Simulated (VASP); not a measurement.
Crystal: Nb.

```xyz
1
Lattice="-1.6640 1.6640 1.6640 1.6640 -1.6640 1.6640 1.6640 1.6640 -1.6640" Properties=species:S:1:pos:R:3 pbc="T T T"
Nb    0.0000    0.0000    0.0000
```

```yaml
Program: VASP 6.6.1
Task: relaxation of cell and atoms
Functional: PBE
Dispersion: D3(BJ)
Potentials_or_basis: VASP PAW PBE potentials, release 64 (Nb_sv)
Cutoff: 500 eV
k_mesh: 11 × 11 × 11
Occupations: fermi-dirac, width 0.05 eV
Spin: no spin polarisation
```

At the start: pressure -8.9 GPa; volume 18.43 Å³/atom.

Where does the relaxation end?

Over 4 steps the energy falls by 27.7 meV/atom and the volume is 17.47 Å³/atom (-5.2 %); space group Im-3m (No. 229, to 0.05 Å).

The path:
| step | energy change (eV) | largest force (eV/Å) | pressure (GPa) | volume (Å³) |
| --- | --- | --- | --- | --- |
| 1 | 0.0000 | 0.0000 | -8.90 | 18.43 |
| 2 | 0.0702 | 0.0000 | 20.47 | 15.83 |
| 3 | -0.0277 | 0.0000 | -0.29 | 17.50 |
| 4 | -0.0277 | 0.0000 | -0.02 | 17.47 |

Final structure:
```yaml
crystal:
  lattice:
    - [-1.63456, 1.63456, 1.63456]
    - [1.63456, -1.63456, 1.63456]
    - [1.63456, 1.63456, -1.63456]
  atoms:
    - { symbol: Nb, position: [0.00000, 0.00000, 0.00000] }
```

Caveat: pairwise dispersion overbinds metals, which lowers pressure and volume.
